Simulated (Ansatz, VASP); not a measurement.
## Al3GaN4 in VASP and in Ansatz

```
CELL_PARAMETERS angstrom
4.53933 0.16152 0.16152
0.16152 4.53933 0.16152
0.16152 0.16152 4.53933
ATOMIC_POSITIONS crystal
Al 0.50000 0.50000 0.00000
Al 0.50000 0.00000 0.50000
Al 0.00000 0.50000 0.50000
Ga 0.00000 0.00000 0.00000
N 0.74471 0.74471 0.25529
N 0.74471 0.25529 0.74471
N 0.25529 0.74471 0.74471
N 0.25529 0.25529 0.25529
```

Change from the starting cell: equal engineering shear yz, xz and xy +0.0733, equal normal strain along x, y and z +0.0300.

Alike in both runs: task single point; functional PBEsol; k mesh 6 × 6 × 6; occupations gaussian, width 0.05 eV; no spin polarisation.

|  | VASP | Ansatz |
| --- | --- | --- |
| version | VASP 6.6.1 | Ansatz 0.2.0 |
| potentials or method | VASP PAW PBE potentials, release 64 (Al, Ga_d, N), cutoff 520 eV | scalar-relativistic, plane waves, PAW |
| valence electrons in the cell | 42 | 42 |

VASP gave:

```
gap on the k mesh at the Fermi level (eV)                     : 2.28
least direct gap on the mesh (eV)                             : 2.28
pressure (GPa)                                                : -11.9
traceless stress, the component that is largest in VASP (GPa) : -10.78
rms of the force components (eV/Å)                            : 0.118
```

Question: What did Ansatz give for the same quantities?

Answer: gap on the k mesh at the Fermi level (eV): 2.28; least direct gap on the mesh (eV): 2.28; pressure (GPa): -11.8; traceless stress, the component that is largest in VASP (GPa): -10.69; rms of the force components (eV/Å): 0.116.

VASP's potentials were made for PBE, not for PBEsol. Atom by atom the forces differ by 0.005 eV/Å (rms over components). The functional is the same, so the differences come from potentials, cutoffs and numerics.
